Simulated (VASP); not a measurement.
# C (Fmmm) in VASP: notebook

Runs on C. Level: PBEsol. Tasks: single point.

Everything below comes from runs of VASP 6.6.1. Logs are shortened: lines on timing, memory, paths and dates and some standing lists are left out, and cuts for length are marked.

## 1. The cell of the first run

The structure is orthorhombic, space group Fmmm (No. 69). The conventional cell has a = 2.407 Å, b = 4.169 Å, c = 6.696 Å, α = 90.00°, β = 90.00°, γ = 90.00°. C (site symmetry m2m) has 3 C at 1.39 Å within 1.9 Å.

## 2. Single point, PBEsol (equal xx and yy strain of -2 %)

Contents of INCAR:

```
ALGO = Normal ; EDIFF = 1E-6
ENCUT = 520 ; GGA = PS
ISIF = 2 ; ISMEAR = -1
LASPH = T ; LCHARG = T
LELF = T ; LREAL = F
LVHAR = T ; LWAVE = F
NBANDS = 11 ; NELM = 80
PREC = Accurate ; SIGMA = 0.05
```

Contents of KPOINTS:

```
k-points
0
Gamma
  18 18 18
```

Contents of POSCAR:

```
C
1.0
    0.0000000000      2.0844600000      3.3480000000
    1.2034400000      0.0000000000      3.3480000000
    1.2034400000      2.0844600000      0.0000000000
C
2
Direct
    0.1666700000      0.8333300000      0.1666700000
    0.8333300000      0.1666700000      0.8333300000
```

Potentials or basis: VASP PAW PBE potentials, release 64 (C).

Run with:

```console
cat potpaw_PBE.64/C/POTCAR > POTCAR
mpirun -np 1 vasp_std > vasp.out
```

OUTCAR:

```text
EDIFF = 1E-6
   ENCUT = 520
   GGA = PS
   ISIF = 2
   ISMEAR = -1
   LASPH = T
   LREAL = F
   NELM = 80
   PREC = Accurate

 ion  position               nearest neighbor table
   1  0.167  0.833  0.167-   2 1.39   2 1.39   2 1.39
   2  0.833  0.167  0.833-   1 1.39   1 1.39   1 1.39

  LATTYP: Found a face centered orthorhombic cell.
 ALAT       =     2.4068800000
 B/A-ratio  =     1.7320846906
 C/A-ratio  =     2.7820248621

  Lattice vectors:

 A1 = (   0.0000000000,   2.0844600000,   3.3480000000)
 A2 = (   1.2034400000,   0.0000000000,   3.3480000000)
 A3 = (   1.2034400000,   2.0844600000,   0.0000000000)

Analysis of symmetry for initial positions (statically):
=====================================================================
 Subroutine PRICEL returns:
 Original cell was already a primitive cell.

 Routine SETGRP: Setting up the symmetry group for a
 face centered orthorhombic supercell.

 Subroutine GETGRP returns: Found  8 space group operations
 (whereof  8 operations were pure point group operations)
 out of a pool of  8 trial point group operations.

The static configuration has the point symmetry D_2h.

Analysis of symmetry for dynamics (positions and initial velocities):
=====================================================================
 Subroutine PRICEL returns:
 Original cell was already a primitive cell.

 Routine SETGRP: Setting up the symmetry group for a
 face centered orthorhombic supercell.

 Subroutine GETGRP returns: Found  8 space group operations
 (whereof  8 operations were pure point group operations)
 out of a pool of  8 trial point group operations.

The dynamic configuration has the point symmetry D_2h.

 Subroutine INISYM returns: Found  8 space group operations
 (whereof  8 operations are pure point group operations),
 and found     1 'primitive' translations

----------------------------------------------------------------------------------------

                                     Primitive cell

  volume of cell :      16.7971

  direct lattice vectors                    reciprocal lattice vectors
     0.000000000  2.084460000  3.348000000    -0.415475637  0.239870278  0.149342891
     1.203440000  0.000000000  3.348000000     0.415475637 -0.239870278  0.149342891
     1.203440000  2.084460000  0.000000000     0.415475637  0.239870278 -0.149342891

  length of vectors
     3.943865805  3.557720033  2.406915313     0.502455027  0.502455027  0.502455027

  position of ions in fractional coordinates (direct lattice)
     0.166670000  0.833330000  0.166670000
     0.833330000  0.166670000  0.833330000

  ion indices of the primitive-cell ions
   primitive index   ion index
                 1           1
                 2           2

----------------------------------------------------------------------------------------

 KPOINTS: k-points

Automatic generation of k-mesh.
 Grid dimensions read from file:
 generate k-points for:   18   18   18

 Generating k-lattice:

  Cartesian coordinates                     Fractional coordinates (reciprocal lattice)
    -0.023081980  0.013326127  0.008296827     0.055555556  0.000000000  0.000000000
     0.023081980 -0.013326127  0.008296827     0.000000000  0.055555556 -0.000000000
     0.023081980  0.013326127 -0.008296827     0.000000000 -0.000000000  0.055555556

  Length of vectors
     0.027914168  0.027914168  0.027914168

  Shift w.r.t. Gamma in fractional coordinates (k-lattice)
     0.000000000  0.000000000  0.000000000

 Subroutine IBZKPT returns following result:
 ===========================================

 Found    865 irreducible k-points:

 Following reciprocal coordinates:
            Coordinates               Weight
  0.000000  0.000000  0.000000      1.000000
  0.055556  0.000000  0.000000      8.000000
  0.111111  0.000000  0.000000      8.000000
  0.166667  0.000000  0.000000      8.000000
  0.222222  0.000000  0.000000      8.000000
  0.277778  0.000000  0.000000      8.000000
[... 16 lines left out ...]
 -0.277778  0.055556  0.000000      8.000000
 -0.222222  0.055556 -0.000000      8.000000
 [... further k-points ...]
   k-points           NKPTS =    865   k-points in BZ     NKDIM =    865   number of bands    NBANDS=     11
   number of dos      NEDOS =    301   number of ions     NIONS =      2
   total plane-waves  NPLWV =  15120
   dimension x,y,z NGX =    30 NGY =   28 NGZ =   18
   dimension x,y,z NGXF=    60 NGYF=   56 NGZF=   36
   ions per type =               2
   NGX,Y,Z   is equivalent  to a cutoff of  12.65, 13.08, 12.43 a.u.
   NGXF,Y,Z  is equivalent  to a cutoff of  25.29, 26.17, 24.87 a.u.
 SYSTEM =  unknown system
   PREC   = accura    normal or accurate (medium, high low for compatibility)
   ISTART =      0    job   : 0-new  1-cont  2-samecut
   ICHARG =      2    charge: 1-file 2-atom 10-const
   ISPIN  =      1    spin polarized calculation?
   LNONCOLLINEAR =      F non collinear calculations
   LSORBIT =      F    spin-orbit coupling
   LASPH  =      T    aspherical Exc in radial PAW
   ENCUT  =  520.0 eV  38.22 Ry    6.18 a.u.   7.33  6.62  4.48*2*pi/ulx,y,z
   NELM   =     80;   NELMIN=  2; NELMDL= -5     # of ELM steps
   EDIFF  = 0.1E-05   stopping-criterion for ELM
   LREAL  =      F    real-space projection
   EDIFFG = 0.1E-04   stopping-criterion for IOM
   NSW    =      0    number of steps for IOM
   IBRION =     -1    ionic relax: 0-MD 1-quasi-New 2-CG
   NFREE  =      0    steps in history (QN), initial steepest desc. (CG)
   ISIF   =      2    stress and relaxation
   ISYM   =      2    0-nonsym 1-usesym 2-fastsym
   POTIM  = 0.5000    time-step for ionic-motion
   TEBEG  =    0.0;   TEEND  =   0.0 temperature during run
   PSTRESS=    0.0 pullay stress
   NELECT =       8.0000    total number of electrons
   NUPDOWN=      -1.0000    fix difference up-down
   EMIN   =  10.00;   EMAX   =-10.00  energy-range for DOS
   EFERMI =   0.00;   METHOD = LEGACY
   ISMEAR =    -1;   SIGMA  =   0.05  broadening in eV -4-tet -1-fermi 0-gaus
   EFERMI_NEDOS =   21; number of points for ismear=-14 and -15
   IALGO  =     38    algorithm
   IMIX   =      4    mixing-type and parameters
     AMIX     =   0.40;   BMIX     =  1.00
     AMIX_MAG =   1.60;   BMIX_MAG =  1.00
  volume/ion in A,a.u.               =       8.40        56.68
  Fermi-wavevector in a.u.,A,eV,Ry     =   1.278479  2.415975 22.238847  1.634509
  Thomas-Fermi vector in A             =   2.411020
   LORBIT       =      0    0 simple, 1 ext, 2 COOP (PROOUT), +10 PAW based schemes
   GGA     = PS    functional components
   LHFCALC =     F    Hartree Fock is set to
   AEXX    =    0.0000 exact exchange contribution
   IVDW    =     0    specifies the selected vdW correction
   LEPSILON=     F    determine dielectric tensor
   LRPA    =     F    only Hartree local field effects (RPA)
 non-spin polarized calculation
  energy-cutoff  :      520.00
  volume of cell :       16.80
 maximum number of plane-waves:       472
 NGX is ok and might be reduce to    30
   NGX = 15   NGY = 13   NGZ =  9

 number of electron       7.9999999 magnetization

 Free energy of the ion-electron system (eV)
  ---------------------------------------------------
  ext. energy  EPLUGINS =         0.00000000
  ---------------------------------------------------
  free energy    TOTEN  =       -19.21155872 eV

  energy without entropy =      -19.21134872  energy(sigma->0) =      -19.21145372

 E-fermi :   5.0512     XC(G=0): -10.7050

 val. band max:        5.0152695690   @ k =  -0.2778   0.0556   0.3333
 cond. band min:       5.0935680092   @ k =  -0.2222   0.1111   0.3333
 fundamental gap:      0.0782984402
 Fermi energy:         5.0511561722

 k-point     1 :       0.0000    0.0000    0.0000
  band No.  band energies     occupation
      1     -15.1395      2.00000
      2      -2.0185      2.00000
      3       2.1156      2.00000
      4       2.1383      2.00000
      5       8.8324      0.00000
      6      13.8433      0.00000
      7      13.9116      0.00000
      8      17.3674      0.00000
      9      19.4540      0.00000
     10      28.3369      0.00000
     11      30.9173      0.00000

 k-point     2 :       0.0556    0.0000    0.0000
  band No.  band energies     occupation
      1     -15.0605      2.00000
      2      -1.9480      2.00000
      3       1.8284      2.00000
      4       1.9516      2.00000
      5       8.9641      0.00000
      6      13.9357      0.00000
      7      14.2046      0.00000
      8      17.0665      0.00000
      9      19.5771      0.00000
     10      28.6054      0.00000
     11      30.2647      0.00000

 k-point     3 :       0.1111    0.0000    0.0000
  band No.  band energies     occupation
      1     -14.8240      2.00000
      2      -1.7360      2.00000
      3       0.9921      2.00000
      4       1.4999      2.00000
      5       9.3579      0.00000
      6      14.0061      0.00000
      7      15.1592      0.00000
      8      16.2155      0.00000
      9      19.9701      0.00000
     10      28.5489      0.00000
     11      29.3712      0.00000

 k-point     4 :       0.1667    0.0000    0.0000
  band No.  band energies     occupation
      1     -14.4314      2.00000
      2      -1.3809      2.00000
      3      -0.2162      2.00000
      4       0.8959      2.00000
      5      10.0062      0.00000
      6      13.9942      0.00000
      7      14.9426      0.00000
      8      16.5942      0.00000
      9      20.6437      0.00000
     10      26.7405      0.00000
     11      30.3086      0.00000
[... 239 lines left out ...]
 k-point    22 :      -0.3333    0.0556    0.0000
  band No.  band energies     occupation
      1     -11.4114      2.00000
      2      -6.1641      2.00000
      3      -1.2055      2.00000
      4       1.6076      2.00000
      5       8.3349      0.00000
      6      13.2332      0.00000
      7      14.3166      0.00000
      8      21.2002      0.00000
      9      24.3355      0.00000
     10      24.6534      0.00000
     11      27.7037      0.00000

 k-point    23 :      -0.2778    0.0556    0.0000
  band No.  band energies     occupation
      1     -12.3838      2.00000
      2      -4.6725      2.00000
      3      -0.8339      2.00000
      4       0.7728      2.00000
      5       9.9021      0.00000
      6      12.6855      0.00000
      7      13.5870      0.00000
      8      22.1851      0.00000
      9      22.4150      0.00000
     10      23.9368      0.00000
     11      28.2233      0.00000

 k-point    24 :      -0.2222    0.0556   -0.0000
  band No.  band energies     occupation
      1     -13.2190      2.00000
      2      -3.1433      2.00000
      3      -0.3367      2.00000
      4      -0.0098      2.00000
      5      11.3654      0.00000
      6      11.7508      0.00000
      7      13.7125      0.00000
      8      20.3401      0.00000
      9      22.5009      0.00000
     10      23.7849      0.00000
     11      28.9611      0.00000

 [... further k-points ...]
[... 5 lines left out ...]
  --------------------------------------------------------------------------------------
  -------------------------------------------------------------------------------------
  Total        3.2283270      3.1750289      0.1678783      0.0000000      0.0000000      0.0000000
  in kB      307.9318757    302.8480711     16.0129632      0.0000000      0.0000000      0.0000000
  external PRESSURE =     208.9309700 kB  Pullay stress =       0.0000000 kB

 VOLUME and BASIS-vectors are now :
 -----------------------------------------------------------------------------
  energy-cutoff  :      520.00
  volume of cell :       16.80
      direct lattice vectors                 reciprocal lattice vectors
     0.000000000  2.084460000  3.348000000    -0.415475637  0.239870278  0.149342891
     1.203440000  0.000000000  3.348000000     0.415475637 -0.239870278  0.149342891
     1.203440000  2.084460000  0.000000000     0.415475637  0.239870278 -0.149342891

 POSITION                                       TOTAL-FORCE (eV/Angst)
 -----------------------------------------------------------------------------------
      1.20344      0.69483      3.34800         0.000000      0.003344      0.000000
      1.20344      3.47409      3.34800         0.000000     -0.003344      0.000000
 -----------------------------------------------------------------------------------
    total drift:                               -0.000000     -0.000000     -0.000000

  FREE ENERGIE OF THE ION-ELECTRON SYSTEM (eV)
  ---------------------------------------------------
  free  energy   TOTEN  =       -19.2115587227 eV

  energy  without entropy=      -19.2113487150  energy(sigma->0) =      -19.21145372
```

Wall time 1.9 min (1 thread of Intel Xeon Platinum 8375C at 2.90GHz (Ice Lake), shared host); peak memory 0.23 GiB.

Results:

| Quantity | Value |
| --- | --- |
| Free energy | -19.2116 eV |
| Pressure | 20.9 GPa |
| Largest force | 0.003 eV/Å |
| Band gap on the k mesh | 0.08 eV, indirect (least direct gap 0.15 eV) |

Forces in eV/Å, atoms in the order of the input:
```
C    0.000  0.003  0.000
C    0.000 -0.003  0.000
```

Levels at points of the mesh, in eV from the valence-band top:
```tsv
k point	band 2	band 3	band 4	band 5	band 6	band 7
(0.00, 0.00, 0.00)	-7.03	-2.90	-2.88	3.82	8.83	8.90
(0.50, 0.00, 0.00)	-13.64	-6.53	-2.47	1.67	8.13	12.68
(0.50, 0.50, 0.00)	-9.03	-2.91	-2.89	8.80	8.86	10.19
(0.50, 0.00, 0.50)	-13.73	-6.50	-1.70	2.59	8.35	11.20
(0.00, 0.50, 0.50)	-13.56	-6.55	-3.15	0.94	7.94	14.06
```

Caveat: the cell differs from its parent crystal (equal xx and yy strain of -2 %); the PAW data sets were made with another functional, which shifts forces and pressure a little. A k mesh can miss the band edges.

## 3. Single point, PBEsol (equal xx and yy strain of +1 %)

Contents of INCAR:

```
ALGO     = Normal         # electronic algorithm
EDIFF    = 1E-7           # SCF threshold, eV
ENCUT    = 520            # plane-wave cutoff, eV
GGA      = PS             # functional
ISIF     = 2              # what is computed and relaxed
ISMEAR   = -1             # smearing method
LASPH    = True           # aspherical terms in the spheres
LCHARG   = True           # write CHGCAR
LELF     = True           # ELF
LREAL    = False          # projectors in reciprocal space
LVHAR    = True         
LWAVE    = False          # write WAVECAR
NBANDS   = 11             # bands
NELM     = 60             # most SCF steps
PREC     = Accurate       # precision mode
SIGMA    = 0.05           # smearing width, eV
```

KPOINTS is that of step 2.

Contents of POSCAR:

```
C
1.0
    0.0000000000      2.1482700000      3.3480000000
    1.2402800000      0.0000000000      3.3480000000
    1.2402800000      2.1482700000      0.0000000000
C
2
Direct
    0.1666700000      0.8333300000      0.1666700000
    0.8333300000      0.1666700000      0.8333300000
```

Potentials or basis: VASP PAW PBE potentials, release 64 (C).

Run with:

```console
cat potpaw_PBE.64/C/POTCAR > POTCAR
mpirun -np 1 vasp_std > vasp.out
```

It took 2.1 min on 1 thread of Intel Xeon Platinum 8375C at 2.90GHz (Ice Lake), shared host; peak memory 0.24 GiB.

Results (log left out):

| Property | Result |
| --- | --- |
| Free energy | -19.2727 eV |
| Pressure | -6.0 GPa |
| Largest force | 0.004 eV/Å |
| Band gap on the k mesh | 0.08 eV, indirect (least direct gap 0.16 eV) |

Forces on the atoms (eV/Å):
```
C    0.000  0.004  0.000
C    0.000 -0.004  0.000
```

Stress tensor (GPa, compression positive):
```
 -9.62   0.00   0.00
  0.00 -10.15   0.00
  0.00   0.00   1.74
```

Levels at points of the mesh, in eV from the valence-band top:
```csv
k point,band 1,band 2,band 3,band 4,band 5,band 6,band 7,band 8
"(0.00, 0.00, 0.00)",-19.43,-6.37,-2.94,-2.92,4.18,8.22,8.30,11.23
"(0.50, 0.00, 0.00)",-14.08,-13.05,-6.28,-2.29,1.64,7.23,12.35,13.51
"(0.50, 0.50, 0.00)",-19.11,-8.43,-2.96,-2.93,8.19,8.26,10.50,11.38
"(0.50, 0.00, 0.50)",-14.19,-13.15,-6.25,-1.48,2.53,7.45,11.05,11.23
"(0.00, 0.50, 0.50)",-13.95,-12.96,-6.31,-2.99,0.92,7.03,13.58,17.32
```

Caveat: the cell differs from its parent crystal (equal xx and yy strain of +1 %); the PAW data sets were made with another functional, which shifts forces and pressure a little. A k mesh can miss the band edges.
